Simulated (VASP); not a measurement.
A run of VASP 6.6.1:

INCAR

```
PREC = Accurate
ENCUT = 520
EDIFF = 1E-8
ISMEAR = -1
SIGMA = 0.05
LREAL = False
LASPH = True
NELM = 80
ALGO = Normal
ISIF = 2
LWAVE = False
LCHARG = False
GGA = PS
LEFG = True
NBANDS = 16
```

The input KPOINTS:

```
regular mesh
0
Gamma
  17 17 17
```

The input POSCAR:

```
TiN
1.0
    0.0000000000      2.1360533897      2.1360533897
    2.1360533897      0.0000000000      2.1360533897
    2.1360533897      2.1360533897      0.0000000000
Ti N
1 1
Direct
    0.0000000000      0.0000000000      0.0000000000
    0.5000000000      0.5000000000      0.5000000000
```

Potentials or basis: VASP PAW PBE potentials, release 64 (Ti_sv, N).

The run is started by

```bash
$ cat potpaw_PBE.64/Ti_sv/POTCAR potpaw_PBE.64/N/POTCAR > POTCAR
$ mpirun -np 1 vasp_std > vasp.out
```

Hardware: 1 thread of AMD EPYC 9R45 96-Core Processor (Zen 5) (shared host).

Task: How long does it take, and how much memory?

Result: Wall time 40 s on 1 thread of AMD EPYC 9R45 96-Core Processor (Zen 5) (shared host), peak memory 0.14 GiB. Counts: scf iterations 17, k points 165.
